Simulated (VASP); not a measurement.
HgH3:

```
Hg H
1.0
     4.87780    0.00000    0.00000
     0.00000    4.87780    0.00000
     0.00000    0.00000    4.87780
Hg H
2 6
Cartesian
  2.4389 2.4389 2.4389
  0.0000 0.0000 0.0000
  0.6895 2.4389 2.4389
  4.1883 2.4389 2.4389
  2.4389 0.6895 2.4389
  2.4389 4.1883 2.4389
  2.4389 2.4389 0.6895
  2.4389 2.4389 4.1883
```

The cell was generated, and may not be a known phase.

```yaml
Program: VASP 6.6.1
Task: relaxation of cell and atoms
Functional: PBE
Potentials_or_basis: VASP PAW PBE potentials, release 64 (Hg_sv_GW, H)
Cutoff: 550 eV
k_mesh: 4 × 4 × 4
Occupations: gaussian, width 0.1 eV
Spin: no spin polarisation
```

At the start: pressure -0.8 GPa; volume 14.51 Å³/atom.

**Question.** How do energy, volume and symmetry change on relaxing?

**Answer.** Over 18 steps the energy falls by 504.8 meV/atom and the volume is 28.40 Å³/atom (+95.8 %); space group Pm-3m (No. 221, to 0.1 Å) before and after.

The path:
```
step  energy change (eV)  largest force (eV/Å)  pressure (GPa)  volume (Å³)
   1              0.0000                0.6571           -0.81       116.06
   2             -0.1298                0.6300           -1.24       114.83
   3             -1.0075                2.5294            1.75       111.20
   4             -2.2618                2.1501           12.74       104.18
   5             -2.1521                1.8967            4.73       107.76
   6             -2.5178                0.8442            8.53       105.96
   7             -2.5315                0.0912            9.77       105.36
   8             -2.5358                0.3773            9.33       105.57
   9             -2.5644                0.2864            9.99       105.97
  10             -2.5644                0.3058           10.01       105.98
  11             -2.6219                0.3029            9.65       106.95
  12             -2.7842                0.2936            8.66       109.90
  13             -3.0660                0.2717            6.92       115.97
  14             -3.4980                0.1550            4.48       128.76
  15             -3.9410                0.1829            1.34       157.10
  16             -4.0063                0.8800            0.42       225.66
  17             -3.6690                2.2431           -1.54       233.14
  18             -4.0386                0.0304           -0.09       227.22
```

Final structure:
```yaml
crystal:
  lattice:
    - [6.10211, 0.00000, 0.00000]
    - [0.00000, 6.10211, 0.00000]
    - [0.00000, 0.00000, 6.10211]
  atoms:
    - { symbol: Hg, position: [0.50000, 0.50000, 0.50000] }
    - { symbol: Hg, position: [0.00000, 0.00000, 0.00000] }
    - { symbol: H, position: [0.06213, 0.50000, 0.50000] }
    - { symbol: H, position: [0.93787, 0.50000, 0.50000] }
    - { symbol: H, position: [0.50000, 0.06213, 0.50000] }
    - { symbol: H, position: [0.50000, 0.93787, 0.50000] }
    - { symbol: H, position: [0.50000, 0.50000, 0.06213] }
    - { symbol: H, position: [0.50000, 0.50000, 0.93787] }
```

Caveat: the volume moved by over 15 % at a fixed basis, so the end points are rough.
